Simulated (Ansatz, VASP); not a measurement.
# One calculation of Nb, two programs

INCAR

```
PREC     = Accurate       # precision mode
ENCUT    = 520            # plane-wave cutoff, eV
EDIFF    = 1E-7           # SCF threshold, eV
ISMEAR   = -1             # smearing method
SIGMA    = 0.1            # smearing width, eV
LREAL    = False          # projectors in reciprocal space
LASPH    = True           # aspherical terms in the spheres
NELM     = 100            # most SCF steps
ALGO     = Normal         # electronic algorithm
ISIF     = 2              # what is computed and relaxed
LWAVE    = False          # write WAVECAR
LCHARG   = False          # write CHGCAR
GGA      = PE             # functional
NBANDS   = 12             # bands
```

KPOINTS

```
regular mesh
0
Gamma
  22 22 22
```

Contents of POSCAR:

```
Nb
1.0
   -1.6765718397      1.6765718397      1.6765718397
    1.6765718397     -1.6765718397      1.6765718397
    1.6765718397      1.6765718397     -1.6765718397
Nb
1
Direct
    0.0000000000      0.0000000000      0.0000000000
```

Input for Ansatz:

```yaml
crystal:
  lattice:
    - [-1.6765718397, 1.6765718397, 1.6765718397]
    - [1.6765718397, -1.6765718397, 1.6765718397]
    - [1.6765718397, 1.6765718397, -1.6765718397]
  atoms:
    - { symbol: Nb, position: [0.0, 0.0, 0.0] }
hamiltonian:
  xc: pbe
  pseudopotentials:
    kind: paw
    azcp:
      Nb: "pseudopotentials/Nb.paw.azcp"
basis:
  ecutwfc: 420
  fft_grid_basis: typed
kpoints:
  mp_grid: { grid: [22, 22, 22], shift: [0, 0, 0] }
magnetization:
  spin_polarized: false
scf:
  occupations: { method: fermi_dirac, width: 0.1 }
output:
  stress: true
```

Alike in both runs: task single point; functional PBE; k mesh 22 × 22 × 22; occupations fermi-dirac, width 0.1 eV; no spin polarisation.

|  | VASP | Ansatz |
| --- | --- | --- |
| version | VASP 6.6.1 | Ansatz 0.2.0 |
| potentials or method | VASP PAW PBE potentials, release 64 (Nb_sv), cutoff 520 eV | plane waves (420 eV) with PAW, scalar-relativistic |
| valence electrons in the cell | 13 | 13 |

```tsv
	VASP	Ansatz	Ansatz less VASP
pressure (GPa)	-6.2	-5.9	+0.29
```
